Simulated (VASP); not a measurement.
# TiB (Pnma) in VASP: notebook, part 2 of 2

VASP 6.6.1. Earlier steps stand in the parts before.

## Step 3: Single point, PBEsol (9.46 Å³/atom)

This run uses another cell than the first one, of 9.46 Å³/atom.

The input, INCAR:

```
PREC = Accurate
ENCUT = 520
EDIFF = 1E-7
ISMEAR = 0
SIGMA = 0.1
LREAL = False
LASPH = True
NELM = 100
ALGO = Normal
ISIF = 2
LWAVE = False
LCHARG = False
GGA = PS
NBANDS = 40
```

The input, KPOINTS:

```
Automatic mesh
0
Gamma
  6 12 8
```

The input, POSCAR:

```
TiB
1.0
    5.8679118668      0.0000000000      0.0000000000
    0.0000000000      2.9453848354      0.0000000000
    0.0000000000      0.0000000000      4.3797538974
Ti B
4 4
Direct
    0.1763952375      0.2500000000      0.1198300438
    0.8236047625      0.7500000000      0.8801699562
    0.3236047625      0.7500000000      0.6198300438
    0.6763952375      0.2500000000      0.3801699562
    0.0311439881      0.2500000000      0.6026720306
    0.9688560119      0.7500000000      0.3973279694
    0.4688560119      0.7500000000      0.1026720306
    0.5311439881      0.2500000000      0.8973279694
```

Potentials or basis: VASP PAW PBE potentials, release 64 (Ti_sv, B).

Launch:

```bash
$ cat potpaw_PBE.64/Ti_sv/POTCAR potpaw_PBE.64/B/POTCAR > POTCAR
$ mpirun -np 1 vasp_std > vasp.out
```

OUTCAR:

```text
PREC = Accurate
   ENCUT = 520
   EDIFF = 1E-7
   ISMEAR = 0
   LREAL = False
   LASPH = True
   NELM = 100
   ISIF = 2
   GGA = PS

 ion  position               nearest neighbor table
   1  0.176  0.250  0.120-   7 2.26   7 2.26   6 2.26   6 2.26   5 2.28   8 2.30   5 2.42   2 2.75
                             2 2.75   3 2.78   3 2.78   3 2.78   3 2.78
   2  0.824  0.750  0.880-   8 2.26   8 2.26   5 2.26   5 2.26   6 2.28   7 2.30   6 2.42   1 2.75
                             1 2.75   4 2.78   4 2.78   4 2.78   4 2.78
   3  0.324  0.750  0.620-   5 2.26   5 2.26   8 2.26   8 2.26   7 2.28   6 2.30   7 2.42   4 2.75
                             4 2.75   1 2.78   1 2.78   1 2.78   1 2.78
   4  0.676  0.250  0.380-   6 2.26   6 2.26   7 2.26   7 2.26   8 2.28   5 2.30   8 2.42   3 2.75
                             3 2.75   2 2.78   2 2.78   2 2.78   2 2.78
   5  0.031  0.250  0.603-   6 1.76   6 1.76   3 2.26   3 2.26   2 2.26   2 2.26   1 2.28   4 2.30
                             1 2.42
   6  0.969  0.750  0.397-   5 1.76   5 1.76   4 2.26   4 2.26   1 2.26   1 2.26   2 2.28   3 2.30
                             2 2.42
   7  0.469  0.750  0.103-   8 1.76   8 1.76   1 2.26   1 2.26   4 2.26   4 2.26   3 2.28   2 2.30
                             3 2.42
   8  0.531  0.250  0.897-   7 1.76   7 1.76   2 2.26   2 2.26   3 2.26   3 2.26   4 2.28   1 2.30
                             4 2.42

  LATTYP: Found a simple orthorhombic cell.
 ALAT       =     2.9453848354
 B/A-ratio  =     1.4869886762
 C/A-ratio  =     1.9922394508

  Lattice vectors:

 A1 = (   0.0000000000,   2.9453848354,   0.0000000000)
 A2 = (   0.0000000000,   0.0000000000,   4.3797538974)
 A3 = (   5.8679118668,   0.0000000000,   0.0000000000)

Analysis of symmetry for initial positions (statically):
=====================================================================
 Subroutine PRICEL returns:
 Original cell was already a primitive cell.

 Routine SETGRP: Setting up the symmetry group for a
 simple orthorhombic supercell.

 Subroutine GETGRP returns: Found  8 space group operations
 (whereof  2 operations were pure point group operations)
 out of a pool of  8 trial point group operations.

The static configuration has the point symmetry S_2 .
 The point group associated with its full space group is D_2h.

Analysis of symmetry for dynamics (positions and initial velocities):
=====================================================================
 Subroutine PRICEL returns:
 Original cell was already a primitive cell.

 Routine SETGRP: Setting up the symmetry group for a
 simple orthorhombic supercell.

 Subroutine GETGRP returns: Found  8 space group operations
 (whereof  2 operations were pure point group operations)
 out of a pool of  8 trial point group operations.

The dynamic configuration has the point symmetry S_2 .
 The point group associated with its full space group is D_2h.

 Subroutine INISYM returns: Found  8 space group operations
 (whereof  2 operations are pure point group operations),
 and found     1 'primitive' translations

----------------------------------------------------------------------------------------

                                     Primitive cell

  volume of cell :      75.6964

  direct lattice vectors                    reciprocal lattice vectors
[... 79 lines left out ...]
  0.500000  0.416667  0.000000      2.000000
 [... further k-points ...]
   k-points           NKPTS =    140   k-points in BZ     NKDIM =    140   number of bands    NBANDS=     40
   number of dos      NEDOS =    301   number of ions     NIONS =      8
   total plane-waves  NPLWV =  41472
   dimension x,y,z NGX =    48 NGY =   24 NGZ =   36
   dimension x,y,z NGXF=    96 NGYF=   48 NGZF=   72
   ions per type =               4   4
   NGX,Y,Z   is equivalent  to a cutoff of  13.60, 13.55, 13.66 a.u.
   NGXF,Y,Z  is equivalent  to a cutoff of  27.20, 27.09, 27.33 a.u.
 SYSTEM =  unknown system
   PREC   = accura    normal or accurate (medium, high low for compatibility)
   ISTART =      0    job   : 0-new  1-cont  2-samecut
   ICHARG =      2    charge: 1-file 2-atom 10-const
   ISPIN  =      1    spin polarized calculation?
   LNONCOLLINEAR =      F non collinear calculations
   LSORBIT =      F    spin-orbit coupling
   LASPH  =      T    aspherical Exc in radial PAW
   ENCUT  =  520.0 eV  38.22 Ry    6.18 a.u.  10.91  5.48  8.14*2*pi/ulx,y,z
   NELM   =    100;   NELMIN=  2; NELMDL= -5     # of ELM steps
   EDIFF  = 0.1E-06   stopping-criterion for ELM
   LREAL  =      F    real-space projection
   EDIFFG = 0.1E-05   stopping-criterion for IOM
   NSW    =      0    number of steps for IOM
   IBRION =     -1    ionic relax: 0-MD 1-quasi-New 2-CG
   NFREE  =      0    steps in history (QN), initial steepest desc. (CG)
   ISIF   =      2    stress and relaxation
   ISYM   =      2    0-nonsym 1-usesym 2-fastsym
   POTIM  = 0.5000    time-step for ionic-motion
   TEBEG  =    0.0;   TEEND  =   0.0 temperature during run
   PSTRESS=    0.0 pullay stress
   NELECT =      60.0000    total number of electrons
   NUPDOWN=      -1.0000    fix difference up-down
   EMIN   =  10.00;   EMAX   =-10.00  energy-range for DOS
   EFERMI =   0.00;   METHOD = LEGACY
   ISMEAR =     0;   SIGMA  =   0.10  broadening in eV -4-tet -1-fermi 0-gaus
   EFERMI_NEDOS =   21; number of points for ismear=-14 and -15
   IALGO  =     38    algorithm
   IMIX   =      4    mixing-type and parameters
     AMIX     =   0.40;   BMIX     =  1.00
     AMIX_MAG =   1.60;   BMIX_MAG =  1.00
  volume/ion in A,a.u.               =       9.46        63.85
  Fermi-wavevector in a.u.,A,eV,Ry     =   1.515073  2.863072 31.231429  2.295445
  Thomas-Fermi vector in A             =   2.624645
   LORBIT       =      0    0 simple, 1 ext, 2 COOP (PROOUT), +10 PAW based schemes
   GGA     = PS    functional components
   LHFCALC =     F    Hartree Fock is set to
   AEXX    =    0.0000 exact exchange contribution
   IVDW    =     0    specifies the selected vdW correction
   LEPSILON=     F    determine dielectric tensor
   LRPA    =     F    only Hartree local field effects (RPA)
 non-spin polarized calculation
 Gauss-broadening in eV      SIGMA  =   0.10
  energy-cutoff  :      520.00
  volume of cell :       75.70
 maximum number of plane-waves:      2064
 NGX is ok and might be reduce to    48
   NGX = 21   NGY = 11   NGZ = 17

 number of electron      59.9999993 magnetization

 Free energy of the ion-electron system (eV)
  ---------------------------------------------------
  ext. energy  EPLUGINS =         0.00000000
  ---------------------------------------------------
  free energy    TOTEN  =       -68.07682433 eV

  energy without entropy =      -68.05877349  energy(sigma->0) =      -68.06779891

 E-fermi :   9.8239     XC(G=0): -13.0718

 val. band max:        9.8091261640   @ k =   0.0000   0.4167   0.2500
 cond. band min:       9.8248443425   @ k =   0.0000   0.0000   0.2500
 fundamental gap:      0.0157181785
 Fermi energy:         9.8239297995

 k-point     1 :       0.0000    0.0000    0.0000
  band No.  band energies     occupation
      1     -45.8850      2.00000
      2     -45.7848      2.00000
      3     -45.7164      2.00000
      4     -45.6535      2.00000
      5     -22.5742      2.00000
      6     -22.5642      2.00000
[... 1021 lines left out ...]
     39      13.9775      0.00000
     40      13.9775      0.00000

 [... further k-points ...]

------------------------ aborting loop because EDIFF is reached ----------------------------------------

  FORCE on cell =-STRESS in cart. coord.  units (eV):
  Direction    XX          YY          ZZ          XY          YZ          ZX
  --------------------------------------------------------------------------------------
  -------------------------------------------------------------------------------------
  Total       11.7550411     11.8046012     11.7312828      0.0000000      0.0000000      0.0000000
  in kB      248.8051684    249.8541498    248.3023049      0.0000000      0.0000000      0.0000000
  external PRESSURE =     248.9872077 kB  Pullay stress =       0.0000000 kB

 VOLUME and BASIS-vectors are now :
 -----------------------------------------------------------------------------
  energy-cutoff  :      520.00
  volume of cell :       75.70
      direct lattice vectors                 reciprocal lattice vectors
     5.867911867  0.000000000  0.000000000     0.170418374  0.000000000  0.000000000
     0.000000000  2.945384835  0.000000000     0.000000000  0.339514208  0.000000000
     0.000000000  0.000000000  4.379753897     0.000000000  0.000000000  0.228323331

 POSITION                                       TOTAL-FORCE (eV/Angst)
 -----------------------------------------------------------------------------------
      1.03507      0.73635      0.52483        -0.006434      0.000000     -0.007252
      4.83284      2.20904      3.85493         0.006434     -0.000000      0.007252
      1.89888      2.20904      2.71470         0.006434     -0.000000     -0.007252
      3.96903      0.73635      1.66505        -0.006434     -0.000000      0.007252
      0.18275      0.73635      2.63956         0.003737     -0.000000      0.008217
      5.68516      2.20904      1.74020        -0.003737     -0.000000     -0.008217
      2.75121      2.20904      0.44968        -0.003737     -0.000000      0.008217
      3.11671      0.73635      3.93008         0.003737     -0.000000     -0.008217
 -----------------------------------------------------------------------------------
    total drift:                                0.000000      0.000000      0.000000

  FREE ENERGIE OF THE ION-ELECTRON SYSTEM (eV)
  ---------------------------------------------------
  free  energy   TOTEN  =       -68.0768243313 eV

  energy  without entropy=      -68.0587734914  energy(sigma->0) =      -68.06779891
```

It took 6 min on 1 thread of Intel Xeon Platinum 8259CL at 2.50GHz (Skylake/Cascade Lake), shared host; peak memory 0.42 GiB.

What came out:

* Free energy: -68.0768 eV
* Pressure: 24.9 GPa
* Largest force: 0.010 eV/Å
* Band gap on the k mesh: zero (bands 30 and 31 overlap by 1.88 eV)

Forces on the atoms (eV/Å):
```
Ti  -0.006  0.000 -0.007
Ti   0.006  0.000  0.007
Ti   0.006  0.000 -0.007
Ti  -0.006  0.000  0.007
B    0.004  0.000  0.008
B   -0.004  0.000 -0.008
B   -0.004  0.000  0.008
B    0.004  0.000 -0.008
```

Levels at points of the mesh, in eV from the Fermi level:
| k point | band 27 | band 28 | band 29 | band 30 | band 31 | band 32 | band 33 | band 34 |
| --- | --- | --- | --- | --- | --- | --- | --- | --- |
| (0.00, 0.00, 0.00) | -0.85 | -0.52 | 0.76 | 0.87 | 1.04 | 1.39 | 1.71 | 1.87 |
| (0.50, 0.00, 0.00) | -1.01 | -1.01 | 0.58 | 0.58 | 0.87 | 0.87 | 1.98 | 1.98 |
| (0.00, 0.50, 0.00) | -2.06 | -2.06 | -0.89 | -0.89 | -0.24 | -0.24 | 3.49 | 3.49 |
| (0.50, 0.50, 0.00) | -1.99 | -1.99 | -0.71 | -0.71 | -0.71 | -0.71 | 3.81 | 3.81 |
| (0.00, 0.00, 0.50) | -1.01 | -1.01 | -0.07 | -0.07 | 1.84 | 1.84 | 2.42 | 2.42 |
| (0.50, 0.00, 0.50) | -1.37 | -1.37 | 0.34 | 0.34 | 1.16 | 1.16 | 2.31 | 2.31 |
| (0.00, 0.50, 0.50) | -1.22 | -1.22 | 0.08 | 0.08 | 0.71 | 0.71 | 1.16 | 1.16 |
| (0.50, 0.50, 0.50) | -1.74 | -1.74 | -0.47 | -0.47 | -0.47 | -0.47 | 2.87 | 2.87 |

Caveat: the cell stands under pressure; the PAW data sets were made with another functional, which shifts forces and pressure a little.

## Step 4: Single point, PBEsol (9.77 Å³/atom)

This run uses another cell than the first one, of 9.77 Å³/atom.

The input, INCAR:

```
PREC = Accurate ; ENCUT = 520
EDIFF = 1E-7 ; ISMEAR = 0
SIGMA = 0.1 ; LREAL = F
LASPH = T ; NELM = 100
ALGO = Normal ; ISIF = 2
LWAVE = F ; LCHARG = T
GGA = PS ; LELF = T
LVHAR = T ; NBANDS = 40
```

The input, KPOINTS:

```
regular mesh
0
Gamma
  6 12 8
```

The input, POSCAR:

```
TiB
1.0
    5.9326214820      0.0000000000      0.0000000000
    0.0000000000      2.9758262689      0.0000000000
    0.0000000000      0.0000000000      4.4290194216
Ti B
4 4
Direct
    0.1767347908      0.2500000000      0.1205267139
    0.8232652092      0.7500000000      0.8794732861
    0.3232652092      0.7500000000      0.6205267139
    0.6767347908      0.2500000000      0.3794732861
    0.0308268901      0.2500000000      0.6018936546
    0.9691731099      0.7500000000      0.3981063454
    0.4691731099      0.7500000000      0.1018936546
    0.5308268901      0.2500000000      0.8981063454
```

Launch:

```bash
$ cat potpaw_PBE.64/Ti_sv/POTCAR potpaw_PBE.64/B/POTCAR > POTCAR
$ mpirun -np 1 vasp_std > vasp.out
```

Wall time 6.1 min (1 thread of Intel Xeon Platinum 8259CL at 2.50GHz (Skylake/Cascade Lake), shared host); peak memory 0.42 GiB.

Results (log left out):

* Free energy: -68.3897 eV
* Pressure: 15.4 GPa
* Largest force: 0.010 eV/Å
* Band gap on the k mesh: zero (bands 30 and 31 overlap by 1.83 eV)

Forces in eV/Å, atoms in the order of the input:
```
Ti  -0.007  0.000 -0.007
Ti   0.007  0.000  0.007
Ti   0.007  0.000 -0.007
Ti  -0.007  0.000  0.007
B    0.004  0.000  0.009
B   -0.004  0.000 -0.009
B   -0.004  0.000  0.009
B    0.004  0.000 -0.009
```

Levels at points of the mesh, in eV from the Fermi level:
```
           k point  band 27  band 28  band 29  band 30  band 31  band 32  band 33  band 34
(0.00, 0.00, 0.00)    -0.89    -0.57     0.71     0.85     1.01     1.35     1.64     1.81
(0.50, 0.00, 0.00)    -1.05    -1.05     0.54     0.54     0.86     0.86     1.91     1.91
(0.00, 0.50, 0.00)    -2.01    -2.01    -0.88    -0.88    -0.28    -0.28     3.34     3.34
(0.50, 0.50, 0.00)    -1.97    -1.97    -0.71    -0.71    -0.71    -0.71     3.65     3.65
(0.00, 0.00, 0.50)    -0.98    -0.98    -0.07    -0.07     1.77     1.77     2.31     2.31
(0.50, 0.00, 0.50)    -1.31    -1.31     0.32     0.32     1.14     1.14     2.20     2.20
(0.00, 0.50, 0.50)    -1.26    -1.26     0.08     0.08     0.68     0.68     1.13     1.13
(0.50, 0.50, 0.50)    -1.72    -1.72    -0.47    -0.47    -0.47    -0.47     2.76     2.76
```

Caveat: the cell stands under pressure; the PAW data sets were made with another functional, which shifts forces and pressure a little.

## Step 5: Overview

```csv
cell,gap on the mesh (eV),pressure (GPa),largest force (eV/Å)
"a = 5.799, b = 2.915, c = 4.330 Å, 8 atoms, atomic positions A",none,36.0,0.01
"a = 5.868, b = 2.945, c = 4.380 Å, 8 atoms, atomic positions A",none,24.9,0.01
"a = 5.933, b = 2.976, c = 4.429 Å, 8 atoms, atomic positions B",none,15.4,0.01
```

Alike in all rows: task single point; level PBEsol; potentials or basis VASP PAW PBE potentials, release 64 (Ti_sv, B); no spin polarisation; k mesh 6 × 12 × 8; cutoff (eV) 520; smearing gaussian 0.1 eV.

Caveats: the cell stands under pressure; the PAW data sets were made with another functional, which shifts forces and pressure a little.

Absolute energies hang on the potentials; compare differences alone.
